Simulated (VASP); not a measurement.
# Sb2Pt (Fm-3m) in VASP: a series of runs

Sb2Pt is run at these levels: PBE; tasks: single point, relaxation of cell and atoms.

Everything below comes from runs of VASP 6.6.1. Logs are shortened: lines on timing, memory, paths and dates and some standing lists are left out, and cuts for length are marked.

### Step 1. The cell of the first run

The structure is cubic, space group Fm-3m (No. 225). Conventional cell: a = 6.643 Å, b = 6.643 Å, c = 6.643 Å, α = 90.00°, β = 90.00°, γ = 90.00°. Within 3.8 Å of Sb (site symmetry -43m) lie 4 Pt at 2.88 Å and 6 Sb at 3.32 Å. Within 3.8 Å of Pt (site symmetry m-3m) lie 8 Sb at 2.88 Å.

### Step 2. Single point, PBE

The input, INCAR:

```
SYSTEM = Sb2Pt
PREC = Accurate ; ENCUT = 520
EDIFF = 1E-7 ; ISMEAR = 0
SIGMA = 0.1 ; LREAL = .False.
LASPH = .True. ; NELM = 80
ALGO = Normal ; ISIF = 2
LWAVE = .False. ; LCHARG = .False.
GGA = PE ; NBANDS = 17
```

The input, KPOINTS:

```
regular mesh
0
Gamma
  12 12 12
  0 0 0
```

The input, POSCAR:

```
Sb2Pt
1.0
    0.0000000000      3.3213491516      3.3213491516
    3.3213491516      0.0000000000      3.3213491516
    3.3213491516      3.3213491516      0.0000000000
Sb Pt
2 1
Direct
    0.2500000000      0.2500000000      0.2500000000
    0.7500000000      0.7500000000      0.7500000000
    0.0000000000      0.0000000000      0.0000000000
```

Potentials or basis: VASP PAW PBE potentials, release 64 (Sb, Pt).

Run with:

```sh
$ cat potpaw_PBE.64/Sb/POTCAR potpaw_PBE.64/Pt/POTCAR > POTCAR
$ mpirun -np 1 vasp_std > vasp.out
```

OUTCAR:

```text
SYSTEM = Sb2Pt
   PREC = Accurate
   ENCUT = 520
   EDIFF = 1E-7
   ISMEAR = 0
   LREAL = .False.
   LASPH = .True.
   NELM = 80
   ISIF = 2
   GGA = PE

 ion  position               nearest neighbor table
   1  0.250  0.250  0.250-   3 2.88   3 2.88   3 2.88   3 2.88   2 3.32   2 3.32   2 3.32   2 3.32
                             2 3.32   2 3.32
   2  0.750  0.750  0.750-   3 2.88   3 2.88   3 2.88   3 2.88   1 3.32   1 3.32   1 3.32   1 3.32
                             1 3.32   1 3.32
   3  0.000  0.000  0.000-   1 2.88   2 2.88   2 2.88   2 2.88   2 2.88   1 2.88   1 2.88   1 2.88

  LATTYP: Found a face centered cubic cell.
 ALAT       =     6.6426983032

  Lattice vectors:

 A1 = (   0.0000000000,   3.3213491516,   3.3213491516)
 A2 = (   3.3213491516,   0.0000000000,   3.3213491516)
 A3 = (   3.3213491516,   3.3213491516,   0.0000000000)

Analysis of symmetry for initial positions (statically):
=====================================================================
 Subroutine PRICEL returns:
 Original cell was already a primitive cell.

 Routine SETGRP: Setting up the symmetry group for a
 face centered cubic supercell.

 Subroutine GETGRP returns: Found 48 space group operations
 (whereof 48 operations were pure point group operations)
 out of a pool of 48 trial point group operations.

The static configuration has the point symmetry O_h .

Analysis of symmetry for dynamics (positions and initial velocities):
=====================================================================
 Subroutine PRICEL returns:
 Original cell was already a primitive cell.

 Routine SETGRP: Setting up the symmetry group for a
 face centered cubic supercell.

 Subroutine GETGRP returns: Found 48 space group operations
 (whereof 48 operations were pure point group operations)
 out of a pool of 48 trial point group operations.

The dynamic configuration has the point symmetry O_h .

 Subroutine INISYM returns: Found 48 space group operations
 (whereof 48 operations are pure point group operations),
 and found     1 'primitive' translations

----------------------------------------------------------------------------------------

                                     Primitive cell

  volume of cell :      73.2780

  direct lattice vectors                    reciprocal lattice vectors
     0.000000000  3.321349152  3.321349152    -0.150541234  0.150541234  0.150541234
     3.321349152  0.000000000  3.321349152     0.150541234 -0.150541234  0.150541234
     3.321349152  3.321349152  0.000000000     0.150541234  0.150541234 -0.150541234

  length of vectors
     4.697097016  4.697097016  4.697097016     0.260745066  0.260745066  0.260745066

  position of ions in fractional coordinates (direct lattice)
     0.250000000  0.250000000  0.250000000
     0.750000000  0.750000000  0.750000000
     0.000000000  0.000000000  0.000000000

  ion indices of the primitive-cell ions
   primitive index   ion index
                 1           1
                 2           2
                 3           3

----------------------------------------------------------------------------------------

 KPOINTS: regular mesh

Automatic generation of k-mesh.
 Grid dimensions read from file:
 generate k-points for:   12   12   12

 Generating k-lattice:

  Cartesian coordinates                     Fractional coordinates (reciprocal lattice)
    -0.012545103  0.012545103  0.012545103     0.083333333  0.000000000  0.000000000
     0.012545103 -0.012545103  0.012545103     0.000000000  0.083333333  0.000000000
     0.012545103  0.012545103 -0.012545103     0.000000000  0.000000000  0.083333333

  Length of vectors
     0.021728756  0.021728756  0.021728756

  Shift w.r.t. Gamma in fractional coordinates (k-lattice)
     0.000000000  0.000000000  0.000000000

 Subroutine IBZKPT returns following result:
 ===========================================

 Found     72 irreducible k-points:

 Following reciprocal coordinates:
            Coordinates               Weight
  0.000000  0.000000  0.000000      1.000000
  0.083333  0.000000  0.000000      8.000000
  0.166667  0.000000  0.000000      8.000000
  0.250000  0.000000  0.000000      8.000000
  0.333333  0.000000  0.000000      8.000000
  0.416667  0.000000  0.000000      8.000000
[... 16 lines left out ...]
  0.500000  0.166667  0.000000     24.000000
 -0.416667  0.166667  0.000000     24.000000
 [... further k-points ...]
   k-points           NKPTS =     72   k-points in BZ     NKDIM =     72   number of bands    NBANDS=     17
   number of dos      NEDOS =    301   number of ions     NIONS =      3
   total plane-waves  NPLWV =  46656
   dimension x,y,z NGX =    36 NGY =   36 NGZ =   36
   dimension x,y,z NGXF=    72 NGYF=   72 NGZF=   72
   ions per type =               2   1
   NGX,Y,Z   is equivalent  to a cutoff of  12.74, 12.74, 12.74 a.u.
   NGXF,Y,Z  is equivalent  to a cutoff of  25.48, 25.48, 25.48 a.u.
 SYSTEM =  Sb2Pt
   PREC   = accura    normal or accurate (medium, high low for compatibility)
   ISTART =      0    job   : 0-new  1-cont  2-samecut
   ICHARG =      2    charge: 1-file 2-atom 10-const
   ISPIN  =      1    spin polarized calculation?
   LNONCOLLINEAR =      F non collinear calculations
   LSORBIT =      F    spin-orbit coupling
   LASPH  =      T    aspherical Exc in radial PAW
   ENCUT  =  520.0 eV  38.22 Ry    6.18 a.u.   8.73  8.73  8.73*2*pi/ulx,y,z
   NELM   =     80;   NELMIN=  2; NELMDL= -5     # of ELM steps
   EDIFF  = 0.1E-06   stopping-criterion for ELM
   LREAL  =      F    real-space projection
   EDIFFG = 0.1E-05   stopping-criterion for IOM
   NSW    =      0    number of steps for IOM
   IBRION =     -1    ionic relax: 0-MD 1-quasi-New 2-CG
   NFREE  =      0    steps in history (QN), initial steepest desc. (CG)
   ISIF   =      2    stress and relaxation
   ISYM   =      2    0-nonsym 1-usesym 2-fastsym
   POTIM  = 0.5000    time-step for ionic-motion
   TEBEG  =    0.0;   TEEND  =   0.0 temperature during run
   PSTRESS=    0.0 pullay stress
   NELECT =      20.0000    total number of electrons
   NUPDOWN=      -1.0000    fix difference up-down
   EMIN   =  10.00;   EMAX   =-10.00  energy-range for DOS
   EFERMI =   0.00;   METHOD = LEGACY
   ISMEAR =     0;   SIGMA  =   0.10  broadening in eV -4-tet -1-fermi 0-gaus
   EFERMI_NEDOS =   21; number of points for ismear=-14 and -15
   IALGO  =     38    algorithm
   IMIX   =      4    mixing-type and parameters
     AMIX     =   0.40;   BMIX     =  1.00
     AMIX_MAG =   1.60;   BMIX_MAG =  1.00
  volume/ion in A,a.u.               =      24.43       164.83
  Fermi-wavevector in a.u.,A,eV,Ry     =   1.061924  2.006746 15.343067  1.127684
  Thomas-Fermi vector in A             =   2.197357
   LORBIT       =      0    0 simple, 1 ext, 2 COOP (PROOUT), +10 PAW based schemes
   GGA     = PE    functional components
   LHFCALC =     F    Hartree Fock is set to
   AEXX    =    0.0000 exact exchange contribution
   IVDW    =     0    specifies the selected vdW correction
   LEPSILON=     F    determine dielectric tensor
   LRPA    =     F    only Hartree local field effects (RPA)
 non-spin polarized calculation
 Gauss-broadening in eV      SIGMA  =   0.10
  energy-cutoff  :      520.00
  volume of cell :       73.28
 maximum number of plane-waves:      1996
   NGX = 17   NGY = 17   NGZ = 17

 number of electron      19.9999999 magnetization

 Free energy of the ion-electron system (eV)
  ---------------------------------------------------
  ext. energy  EPLUGINS =         0.00000000
  ---------------------------------------------------
  free energy    TOTEN  =       -15.22839932 eV

  energy without entropy =      -15.22327411  energy(sigma->0) =      -15.22583672

 E-fermi :   8.4945     XC(G=0): -10.4719

 val. band max:        8.4615953106   @ k =  -0.3333   0.0833   0.0000
 cond. band min:       8.4992248856   @ k =   0.1667   0.0000   0.0000
 fundamental gap:      0.0376295751
 Fermi energy:         8.4945450356

 k-point     1 :       0.0000    0.0000    0.0000
  band No.  band energies     occupation
      1      -4.1012      2.00000
      2       2.0745      2.00000
      3       3.1460      2.00000
      4       3.1460      2.00000
      5       3.1460      2.00000
      6       5.0933      2.00000
[... 9 lines left out ...]
     16      11.5964      0.00000
     17      11.5964      0.00000

 k-point     2 :       0.0833    0.0000    0.0000
  band No.  band energies     occupation
      1      -4.0317      2.00000
      2       1.6251      2.00000
      3       3.1814      2.00000
      4       3.1814      2.00000
      5       3.6407      2.00000
      6       5.0708      2.00000
[... 9 lines left out ...]
     16      11.8138      0.00000
     17      12.5779      0.00000

 k-point     3 :       0.1667    0.0000    0.0000
  band No.  band energies     occupation
      1      -3.8256      2.00000
      2       0.9203      2.00000
      3       3.2806      2.00000
      4       3.2806      2.00000
      5       4.4561      2.00000
      6       5.0190      2.00000
[... 9 lines left out ...]
     16      12.3793      0.00000
     17      14.2897      0.00000

 k-point     4 :       0.2500    0.0000    0.0000
  band No.  band energies     occupation
      1      -3.4913      2.00000
      2       0.2189      2.00000
      3       3.4202      2.00000
      4       3.4202      2.00000
      5       4.9787      2.00000
      6       4.9787      2.00000
[... 9 lines left out ...]
     16      13.1453      0.00000
     17      16.0783      0.00000
[... 343 lines left out ...]
      1      -2.6606      2.00000
      2      -0.6785      2.00000
      3       3.5080      2.00000
      4       3.6299      2.00000
      5       3.8962      2.00000
      6       4.9025      2.00000
[... 9 lines left out ...]
     16      15.5476      0.00000
     17      16.3115      0.00000

 k-point    23 :       0.5000    0.1667    0.0000
  band No.  band energies     occupation
      1      -2.1484      2.00000
      2      -1.2328      2.00000
      3       3.3610      2.00000
      4       3.7294      2.00000
      5       3.7615      2.00000
      6       4.9298      2.00000
[... 9 lines left out ...]
     16      15.6859      0.00000
     17      16.1808      0.00000

 k-point    24 :      -0.4167    0.1667    0.0000
  band No.  band energies     occupation
      1      -1.9909      2.00000
      2      -1.4065      2.00000
      3       3.2539      2.00000
      4       3.7619      2.00000
      5       3.8562      2.00000
      6       4.8917      2.00000
[... 9 lines left out ...]
     16      15.0224      0.00000
     17      16.9452      0.00000

 [... further k-points ...]

------------------------ aborting loop because EDIFF is reached ----------------------------------------

  FORCE on cell =-STRESS in cart. coord.  units (eV):
  Direction    XX          YY          ZZ          XY          YZ          ZX
  --------------------------------------------------------------------------------------
  -------------------------------------------------------------------------------------
  Total       -0.1139767     -0.1139767     -0.1139767     -0.0000000      0.0000000     -0.0000000
  in kB       -2.4920298     -2.4920298     -2.4920298     -0.0000000      0.0000000     -0.0000000
  external PRESSURE =      -2.4920298 kB  Pullay stress =       0.0000000 kB

 VOLUME and BASIS-vectors are now :
 -----------------------------------------------------------------------------
  energy-cutoff  :      520.00
  volume of cell :       73.28
      direct lattice vectors                 reciprocal lattice vectors
     0.000000000  3.321349152  3.321349152    -0.150541234  0.150541234  0.150541234
     3.321349152  0.000000000  3.321349152     0.150541234 -0.150541234  0.150541234
     3.321349152  3.321349152  0.000000000     0.150541234  0.150541234 -0.150541234

 POSITION                                       TOTAL-FORCE (eV/Angst)
 -----------------------------------------------------------------------------------
      1.66067      1.66067      1.66067         0.000000      0.000000     -0.000000
      4.98202      4.98202      4.98202        -0.000000     -0.000000     -0.000000
      0.00000      0.00000      0.00000         0.000000     -0.000000      0.000000
 -----------------------------------------------------------------------------------
    total drift:                               -0.000000      0.000000      0.000000

  FREE ENERGIE OF THE ION-ELECTRON SYSTEM (eV)
  ---------------------------------------------------
  free  energy   TOTEN  =       -15.2283993227 eV

  energy  without entropy=      -15.2232741143  energy(sigma->0) =      -15.22583672
```

It took 38 s on 1 thread of Intel Xeon 6975P-C (Granite Rapids), shared host; peak memory 0.25 GiB.

What came out:

```yaml
Free_energy: -15.2284 eV
Pressure: -0.2 GPa
Band_gap_on_the_k_mesh: zero (bands 10 and 11 overlap by 1.95 eV)
```

Caveat: spin-orbit coupling is left out, which moves the levels of the heavy elements.

(Part 1 of 2 ends here.)

The gap in the log of VASP goes by the Fermi energy; the results here count the filled bands.